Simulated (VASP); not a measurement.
# Mo (P6/mmm) in VASP: further runs

Runs on Mo. Level: r2SCAN. Tasks: single point.

All numbers are computed with VASP 6.6.1; they aren't measurements. Logs are shortened: lines on timing, memory, paths and dates and some standing lists are left out, and cuts for length are marked.

### Step 1. The cell of the first run

The structure is hexagonal, space group P6/mmm (No. 191). The conventional cell has a = 2.872 Å, b = 2.872 Å, c = 2.555 Å, α = 90.00°, β = 90.00°, γ = 120.00°. Mo (site symmetry 6/mmm) has 8 Mo at 2.56 to 2.87 Å within 3.4 Å.

This isn't the form of Mo at room conditions, which is bcc.

### Step 2. Single point, r2SCAN (strain +0.0500 x Voigt [1, 1, 0, 0, 0, 0])

POSCAR reads:

```
Mo
1.0
    2.8722859171      0.0000000000      0.0000000000
   -1.4361429585      2.4874725711      0.0000000000
    0.0000000000      0.0000000000      2.5551807000
Mo
1
Direct
    0.0000000000      0.0000000000      0.5000000000
```

INCAR.step1 reads:

```
PREC = Accurate ; ENCUT = 520
ISMEAR = 0 ; SIGMA = 0.15
LREAL = False ; LASPH = True
NELM = 80 ; NBANDS = 13
GGA = PE ; ALGO = Normal
EDIFF = 1E-4 ; LWAVE = True
LCHARG = False
```

INCAR.step2 reads:

```
PREC = Accurate ; ENCUT = 520
EDIFF = 1E-7 ; ISMEAR = 0
SIGMA = 0.15 ; LREAL = False
LASPH = True ; NELM = 80
ALGO = Normal ; ISIF = 2
LWAVE = False ; LCHARG = False
METAGGA = R2SCAN ; LMIXTAU = True
NBANDS = 13 ; ISTART = 1
```

KPOINTS reads:

```
Automatic mesh
0
Gamma
  18 18 18
```

Potentials or basis: VASP PAW PBE potentials, release 64 (Mo_sv).

Command:

```sh
> cat potpaw_PBE.64/Mo_sv/POTCAR > POTCAR
> cp INCAR.step1 INCAR
> mpirun -np 1 vasp_std > vasp.out
> cp INCAR.step2 INCAR
> mpirun -np 1 vasp_std > vasp.out
```

OUTCAR:

```text
PREC = Accurate
   ENCUT = 520
   EDIFF = 1E-7
   ISMEAR = 0
   LREAL = False
   LASPH = True
   NELM = 80
   ISIF = 2
   METAGGA = R2SCAN
   ISTART = 1

 ion  position               nearest neighbor table
   1  0.000  0.000  0.500-

  LATTYP: Found a hexagonal cell.
 ALAT       =     2.8722859171
 C/A-ratio  =     0.8895983108

  Lattice vectors:

 A1 = (   2.8722859171,   0.0000000000,   0.0000000000)
 A2 = (  -1.4361429585,   2.4874725711,   0.0000000000)
 A3 = (   0.0000000000,   0.0000000000,   2.5551807000)

Analysis of symmetry for initial positions (statically):
=====================================================================
 Subroutine PRICEL returns:
 Original cell was already a primitive cell.

 Routine SETGRP: Setting up the symmetry group for a
 hexagonal supercell.

 Subroutine GETGRP returns: Found 24 space group operations
 (whereof 24 operations were pure point group operations)
 out of a pool of 24 trial point group operations.

The static configuration has the point symmetry D_6h.

Analysis of symmetry for dynamics (positions and initial velocities):
=====================================================================
 Subroutine PRICEL returns:
 Original cell was already a primitive cell.

 Routine SETGRP: Setting up the symmetry group for a
 hexagonal supercell.

 Subroutine GETGRP returns: Found 24 space group operations
 (whereof 24 operations were pure point group operations)
 out of a pool of 24 trial point group operations.

The dynamic configuration has the point symmetry D_6h.

 Subroutine INISYM returns: Found 24 space group operations
 (whereof 24 operations are pure point group operations),
 and found     1 'primitive' translations

----------------------------------------------------------------------------------------

                                     Primitive cell

  volume of cell :      18.2561

  direct lattice vectors                    reciprocal lattice vectors
     2.872285917  0.000000000  0.000000000     0.348154755  0.201007242  0.000000000
    -1.436142959  2.487472571  0.000000000     0.000000000  0.402014483  0.000000000
     0.000000000  0.000000000  2.555180700     0.000000000  0.000000000  0.391361754

  length of vectors
     2.872285917  2.872285917  2.555180700     0.402014483  0.402014483  0.391361754

  position of ions in fractional coordinates (direct lattice)
     0.000000000  0.000000000  0.500000000

  ion indices of the primitive-cell ions
   primitive index   ion index
                 1           1

----------------------------------------------------------------------------------------

 KPOINTS: Automatic mesh

Automatic generation of k-mesh.
 Grid dimensions read from file:
 generate k-points for:   18   18   18

 Generating k-lattice:

  Cartesian coordinates                     Fractional coordinates (reciprocal lattice)
     0.019341931  0.011167069  0.000000000     0.055555556  0.000000000  0.000000000
     0.000000000  0.022334138  0.000000000     0.000000000  0.055555556  0.000000000
     0.000000000  0.000000000  0.021742320     0.000000000  0.000000000  0.055555556

  Length of vectors
     0.022334138  0.022334138  0.021742320

  Shift w.r.t. Gamma in fractional coordinates (k-lattice)
     0.000000000  0.000000000  0.000000000

 Subroutine IBZKPT returns following result:
 ===========================================

 Found    370 irreducible k-points:

 Following reciprocal coordinates:
            Coordinates               Weight
  0.000000  0.000000  0.000000      1.000000
  0.055556  0.000000  0.000000      6.000000
  0.111111  0.000000  0.000000      6.000000
  0.166667 -0.000000  0.000000      6.000000
  0.222222  0.000000  0.000000      6.000000
  0.277778  0.000000  0.000000      6.000000
[... 16 lines left out ...]
  0.333333  0.111111  0.000000     12.000000
  0.388889  0.111111  0.000000     12.000000
 [... further k-points ...]
   k-points           NKPTS =    370   k-points in BZ     NKDIM =    370   number of bands    NBANDS=     13
   number of dos      NEDOS =    301   number of ions     NIONS =      1
   total plane-waves  NPLWV =  11520
   dimension x,y,z NGX =    24 NGY =   24 NGZ =   20
   dimension x,y,z NGXF=    48 NGYF=   48 NGZF=   40
   ions per type =               1
   NGX,Y,Z   is equivalent  to a cutoff of  13.89, 13.89, 13.01 a.u.
   NGXF,Y,Z  is equivalent  to a cutoff of  27.78, 27.78, 26.02 a.u.
 SYSTEM =  unknown system
   PREC   = accura    normal or accurate (medium, high low for compatibility)
   ISTART =      1    job   : 0-new  1-cont  2-samecut
   ICHARG =      0    charge: 1-file 2-atom 10-const
   ISPIN  =      1    spin polarized calculation?
   LNONCOLLINEAR =      F non collinear calculations
   LSORBIT =      F    spin-orbit coupling
   LASPH  =      T    aspherical Exc in radial PAW
   ENCUT  =  520.0 eV  38.22 Ry    6.18 a.u.   5.34  5.34  4.75*2*pi/ulx,y,z
   NELM   =     80;   NELMIN=  2; NELMDL=  0     # of ELM steps
   EDIFF  = 0.1E-06   stopping-criterion for ELM
   LREAL  =      F    real-space projection
   EDIFFG = 0.1E-05   stopping-criterion for IOM
   NSW    =      0    number of steps for IOM
   IBRION =     -1    ionic relax: 0-MD 1-quasi-New 2-CG
   NFREE  =      0    steps in history (QN), initial steepest desc. (CG)
   ISIF   =      2    stress and relaxation
   ISYM   =      2    0-nonsym 1-usesym 2-fastsym
   POTIM  = 0.5000    time-step for ionic-motion
   TEBEG  =    0.0;   TEEND  =   0.0 temperature during run
   PSTRESS=    0.0 pullay stress
   NELECT =      14.0000    total number of electrons
   NUPDOWN=      -1.0000    fix difference up-down
   EMIN   =  10.00;   EMAX   =-10.00  energy-range for DOS
   EFERMI =   0.00;   METHOD = LEGACY
   ISMEAR =     0;   SIGMA  =   0.15  broadening in eV -4-tet -1-fermi 0-gaus
   EFERMI_NEDOS =   21; number of points for ismear=-14 and -15
   IALGO  =     38    algorithm
   IMIX   =      4    mixing-type and parameters
     AMIX     =   0.40;   BMIX     =  1.00
     AMIX_MAG =   1.60;   BMIX_MAG =  1.00
  volume/ion in A,a.u.               =      18.26       123.20
  Fermi-wavevector in a.u.,A,eV,Ry     =   1.498471  2.831699 30.550726  2.245415
  Thomas-Fermi vector in A             =   2.610226
   LORBIT       =      0    0 simple, 1 ext, 2 COOP (PROOUT), +10 PAW based schemes
   METAGGA = R2SCAN    functional components
   LHFCALC =     F    Hartree Fock is set to
   AEXX    =    0.0000 exact exchange contribution
   IVDW    =     0    specifies the selected vdW correction
   LEPSILON=     F    determine dielectric tensor
   LRPA    =     F    only Hartree local field effects (RPA)
 non-spin polarized calculation
 Gauss-broadening in eV      SIGMA  =   0.15
  energy-cutoff  :      520.00
  volume of cell :       18.26
 maximum number of plane-waves:       514
 NGX is ok and might be reduce to    24
   NGX = 11   NGY = 11   NGZ =  9

 number of electron      13.9999997 magnetization

 Free energy of the ion-electron system (eV)
  ---------------------------------------------------
  ext. energy  EPLUGINS =         0.00000000
  ---------------------------------------------------
  free energy    TOTEN  =       -25.05540999 eV

  energy without entropy =      -25.04316786  energy(sigma->0) =      -25.04928892

 E-fermi :  10.0533     XC(G=0): -13.5489

 val. band max:       10.0424778816   @ k =   0.2222   0.0000   0.5000
 cond. band min:      10.0612246607   @ k =   0.1667   0.0556   0.5000
 fundamental gap:      0.0187467791
 Fermi energy:        10.0532629682

 k-point     1 :       0.0000    0.0000    0.0000
  band No.  band energies     occupation
      1     -52.8960      2.00000
      2     -25.6587      2.00000
      3     -25.6587      2.00000
      4     -25.3365      2.00000
      5       3.2855      2.00000
      6       5.8198      2.00000
      7       9.2706      2.00000
      8       9.2706      2.00000
      9      14.1192      0.00000
     10      14.1192      0.00000
     11      23.2049      0.00000
     12      27.3622      0.00000
     13      30.1176      0.00000

 k-point     2 :       0.0556    0.0000    0.0000
  band No.  band energies     occupation
      1     -52.8919      2.00000
      2     -25.6888      2.00000
      3     -25.6655      2.00000
      4     -25.3336      2.00000
      5       3.3962      2.00000
      6       5.8596      2.00000
      7       9.1634      2.00000
      8       9.3675      2.00000
      9      14.0281      0.00000
     10      14.1035      0.00000
     11      23.4393      0.00000
     12      27.5649      0.00000
     13      29.5141      0.00000

 k-point     3 :       0.1111    0.0000    0.0000
  band No.  band energies     occupation
      1     -52.8798      2.00000
      2     -25.7750      2.00000
      3     -25.6850      2.00000
      4     -25.3255      2.00000
      5       3.7145      2.00000
      6       5.9759      2.00000
      7       8.8829      2.00000
      8       9.6541      1.99983
      9      13.7767      0.00000
     10      14.0586      0.00000
     11      24.0583      0.00000
     12      28.1451      0.00000
     13      28.2608      0.00000
[... 305 lines left out ...]
 k-point    23 :       0.3333    0.1111    0.0000
  band No.  band energies     occupation
      1     -52.7674      2.00000
      2     -26.4815      2.00000
      3     -25.9204      2.00000
      4     -25.2498      2.00000
      5       5.9980      2.00000
      6       6.5995      2.00000
      7       9.1243      2.00000
      8      12.0680      0.00000
      9      13.4994      0.00000
     10      13.6656      0.00000
     11      20.1102      0.00000
     12      22.8008      0.00000
     13      28.6467      0.00000

 k-point    24 :       0.3889    0.1111    0.0000
  band No.  band energies     occupation
      1     -52.7558      2.00000
      2     -26.5499      2.00000
      3     -25.9447      2.00000
      4     -25.2421      2.00000
      5       5.9522      2.00000
      6       6.6727      2.00000
      7       9.7430      1.99656
      8      11.9258      0.00000
      9      13.4429      0.00000
     10      14.3191      0.00000
     11      19.1607      0.00000
     12      22.1670      0.00000
     13      28.2960      0.00000

 [... further k-points ...]

------------------------ aborting loop because EDIFF is reached ----------------------------------------

  FORCE on cell =-STRESS in cart. coord.  units (eV):
  Direction    XX          YY          ZZ          XY          YZ          ZX
  --------------------------------------------------------------------------------------
  -------------------------------------------------------------------------------------
  Total       -2.1549579     -2.1549579     -1.3133138     -0.0000000      0.0000000      0.0000000
  in kB     -189.1218866   -189.1218866   -115.2581107     -0.0000000      0.0000000      0.0000000
  external PRESSURE =    -164.5006279 kB  Pullay stress =       0.0000000 kB

 VOLUME and BASIS-vectors are now :
 -----------------------------------------------------------------------------
  energy-cutoff  :      520.00
  volume of cell :       18.26
      direct lattice vectors                 reciprocal lattice vectors
     2.872285917  0.000000000  0.000000000     0.348154755  0.201007242  0.000000000
    -1.436142959  2.487472571  0.000000000     0.000000000  0.402014483  0.000000000
     0.000000000  0.000000000  2.555180700     0.000000000  0.000000000  0.391361754

 POSITION                                       TOTAL-FORCE (eV/Angst)
 -----------------------------------------------------------------------------------
      0.00000      0.00000      1.27759         0.000000      0.000000      0.000000
 -----------------------------------------------------------------------------------
    total drift:                                0.000000     -0.000000      0.000000

  FREE ENERGIE OF THE ION-ELECTRON SYSTEM (eV)
  ---------------------------------------------------
  free  energy   TOTEN  =       -25.0554099922 eV

  energy  without entropy=      -25.0431678564  energy(sigma->0) =      -25.04928892
```

Run time: 3.6 min. Hardware: 1 thread of AMD EPYC 9R45 (Zen 5), shared host; peak memory 0.17 GiB.

Results:

- Free energy: -25.0554 eV
- Pressure: -16.5 GPa
- Band gap on the k mesh: zero (bands 7 and 8 overlap by 1.55 eV)

Stress tensor (GPa, compression positive):
```
-18.91   0.00   0.00
  0.00 -18.91   0.00
  0.00   0.00 -11.53
```

Caveat: the cell differs from its parent crystal (strain +0.0500 x Voigt [1, 1, 0, 0, 0, 0]); the stress differs along the axes, from -19 to -12 GPa; the PAW data sets were made with another functional, which shifts forces and pressure a little.

### Step 3. Single point, r2SCAN (strain +0.0750 x Voigt [1, 1, 0, 0, 0, 0])

POSCAR reads:

```
Mo
1.0
    2.9406736770      0.0000000000      0.0000000000
   -1.4703368385      2.5466981085      0.0000000000
    0.0000000000      0.0000000000      2.5551807000
Mo
1
Direct
    0.0000000000      0.0000000000      0.5000000000
```

INCAR.step1 reads:

```
SYSTEM = Mo
ALGO = Normal ; EDIFF = 1E-4
ENCUT = 520 ; GGA = PE
ISMEAR = 0 ; LASPH = .True.
LCHARG = .False. ; LREAL = .False.
LWAVE = .True. ; NBANDS = 13
NELM = 80 ; PREC = Accurate
SIGMA = 0.15
```

INCAR.step2 reads:

```
SYSTEM = Mo
ALGO = Normal ; EDIFF = 1E-6
ENCUT = 520 ; ISIF = 2
ISMEAR = 0 ; ISTART = 1
LASPH = .True. ; LCHARG = .True.
LELF = .True. ; LMIXTAU = .True.
LREAL = .False. ; LVHAR = .True.
LWAVE = .False. ; METAGGA = R2SCAN
NBANDS = 13 ; NELM = 80
PREC = Accurate ; SIGMA = 0.15
```

KPOINTS reads:

```
k-points
0
Gamma
  18 18 18
  0 0 0
```

Potentials or basis: VASP PAW PBE potentials, release 64 (Mo_sv).

Command:

```sh
> cat potpaw_PBE.64/Mo_sv/POTCAR > POTCAR
> cp INCAR.step1 INCAR
> mpirun -np 1 vasp_std > vasp.out
> cp INCAR.step2 INCAR
> mpirun -np 1 vasp_std > vasp.out
```

OUTCAR:

```text
SYSTEM = Mo
   EDIFF = 1E-6
   ENCUT = 520
   ISIF = 2
   ISMEAR = 0
   ISTART = 1
   LASPH = .True.
   LREAL = .False.
   METAGGA = R2SCAN
   NELM = 80
   PREC = Accurate

 ion  position               nearest neighbor table
   1  0.000  0.000  0.500-

  LATTYP: Found a hexagonal cell.
 ALAT       =     2.9406736770
 C/A-ratio  =     0.8689099780

  Lattice vectors:

 A1 = (   2.9406736770,   0.0000000000,   0.0000000000)
 A2 = (  -1.4703368385,   2.5466981085,   0.0000000000)
 A3 = (   0.0000000000,   0.0000000000,   2.5551807000)

Analysis of symmetry for initial positions (statically):
=====================================================================
 Subroutine PRICEL returns:
 Original cell was already a primitive cell.

 Routine SETGRP: Setting up the symmetry group for a
 hexagonal supercell.

 Subroutine GETGRP returns: Found 24 space group operations
 (whereof 24 operations were pure point group operations)
 out of a pool of 24 trial point group operations.

The static configuration has the point symmetry D_6h.

Analysis of symmetry for dynamics (positions and initial velocities):
[... 171 lines left out ...]
      5       2.8209      2.00000
      6       5.3371      2.00000
      7       8.6525      2.00000
      8       8.6525      2.00000
      9      13.3148      0.00000
     10      13.3148      0.00000
     11      22.3243      0.00000
     12      26.9559      0.00000
     13      28.6172      0.00000
[... 354 lines left out ...]
  band No.  band energies     occupation
      1     -53.4529      2.00000
      2     -27.1352      2.00000
      3     -26.6512      2.00000
      4     -25.9161      2.00000
      5       5.5024      2.00000
      6       6.0401      2.00000
      7       8.9768      1.99988
      8      11.4536      0.00000
      9      12.7421      0.00000
     10      13.2777      0.00000
     11      17.7999      0.00000
     12      20.9416      0.00000
     13      27.6775      0.00000

 [... further k-points ...]

------------------------ aborting loop because EDIFF is reached ----------------------------------------

  FORCE on cell =-STRESS in cart. coord.  units (eV):
  Direction    XX          YY          ZZ          XY          YZ          ZX
  --------------------------------------------------------------------------------------
  -------------------------------------------------------------------------------------
  Total       -2.9950888     -2.9950888     -2.0089599     -0.0000000      0.0000000      0.0000000
  in kB     -250.7692965   -250.7692965   -168.2038473     -0.0000000      0.0000000      0.0000000
  external PRESSURE =    -223.2474801 kB  Pullay stress =       0.0000000 kB

 VOLUME and BASIS-vectors are now :
 -----------------------------------------------------------------------------
  energy-cutoff  :      520.00
  volume of cell :       19.14
      direct lattice vectors                 reciprocal lattice vectors
     2.940673677  0.000000000  0.000000000     0.340058133  0.196332655  0.000000000
    -1.470336838  2.546698108  0.000000000     0.000000000  0.392665309  0.000000000
     0.000000000  0.000000000  2.555180700     0.000000000  0.000000000  0.391361754

 POSITION                                       TOTAL-FORCE (eV/Angst)
 -----------------------------------------------------------------------------------
      0.00000      0.00000      1.27759         0.000000      0.000000      0.000000
 -----------------------------------------------------------------------------------
    total drift:                                0.000000      0.000000      0.000000

  FREE ENERGIE OF THE ION-ELECTRON SYSTEM (eV)
  ---------------------------------------------------
  free  energy   TOTEN  =       -24.9333953621 eV

  energy  without entropy=      -24.9190751126  energy(sigma->0) =      -24.92623524
```

It took 3 min on 1 thread of AMD EPYC 9R45 (Zen 5), shared host; peak memory 0.17 GiB.

What came out:

```yaml
Free_energy: -24.9334 eV
Pressure: -22.3 GPa
Band_gap_on_the_k_mesh: zero (bands 7 and 8 overlap by 1.43 eV)
```

Caveat: the cell differs from its parent crystal (strain +0.0750 x Voigt [1, 1, 0, 0, 0, 0]); the stress differs along the axes, from -25 to -17 GPa; the PAW data sets were made with another functional, which shifts forces and pressure a little.

### Step 4. Single point, r2SCAN (strain +0.0875 x Voigt [1, 1, 0, 0, 0, 0])

POSCAR reads:

```
Mo
1.0
    2.9748675570      0.0000000000      0.0000000000
   -1.4874337785      2.5763108772      0.0000000000
    0.0000000000      0.0000000000      2.5551807000
Mo
1
Direct
    0.0000000000      0.0000000000      0.5000000000
```

INCAR.step1 reads:

```
SYSTEM = Mo
PREC = Accurate ; ENCUT = 520
ISMEAR = 0 ; SIGMA = 0.15
LREAL = .False. ; LASPH = .True.
NELM = 60 ; NBANDS = 13
GGA = PE ; ALGO = Normal
EDIFF = 1E-4 ; LWAVE = .True.
LCHARG = .False.
```

INCAR.step2 reads:

```
SYSTEM = Mo
PREC = Accurate ; ENCUT = 520
EDIFF = 1E-6 ; ISMEAR = 0
SIGMA = 0.15 ; LREAL = .False.
LASPH = .True. ; NELM = 60
ALGO = Normal ; ISIF = 2
LWAVE = .False. ; LCHARG = .False.
METAGGA = R2SCAN ; LMIXTAU = .True.
NBANDS = 13 ; ISTART = 1
```

KPOINTS reads:

```
regular mesh
0
Gamma
  18 18 18
  0 0 0
```

Command:

```sh
> cat potpaw_PBE.64/Mo_sv/POTCAR > POTCAR
> cp INCAR.step1 INCAR
> mpirun -np 1 vasp_std > vasp.out
> cp INCAR.step2 INCAR
> mpirun -np 1 vasp_std > vasp.out
```

It took 3 min on 1 thread of AMD EPYC 9R45 (Zen 5), shared host; peak memory 0.17 GiB.

The run converged. Its results:

```
Free energy            : -24.8602 eV
Pressure               : -24.7 GPa
Band gap on the k mesh : zero (bands 7 and 8 overlap by 1.33 eV)
```

Stress tensor (GPa, compression positive):
```
-27.22   0.00   0.00
  0.00 -27.22   0.00
  0.00   0.00 -19.51
```

Levels at points of the mesh, in eV from the Fermi level:
```csv
k point,band 4,band 5,band 6,band 7,band 8,band 9,band 10,band 11
"(0.00, 0.00, 0.00)",-35.36,-6.46,-3.96,-0.71,-0.71,3.87,3.87,12.83
"(0.50, 0.00, 0.00)",-35.30,-4.11,-3.35,0.37,2.05,3.21,3.48,7.92
"(0.00, 0.00, 0.50)",-35.67,-2.87,0.12,0.12,0.26,0.26,0.57,10.13
"(0.50, 0.00, 0.50)",-35.82,-4.41,-2.23,-0.78,3.65,5.31,6.53,6.56
```

Caveat: the cell differs from its parent crystal (strain +0.0875 x Voigt [1, 1, 0, 0, 0, 0]); the stress differs along the axes, from -27 to -20 GPa; the PAW data sets were made with another functional, which shifts forces and pressure a little.

(Part 1 of 2 ends here.)
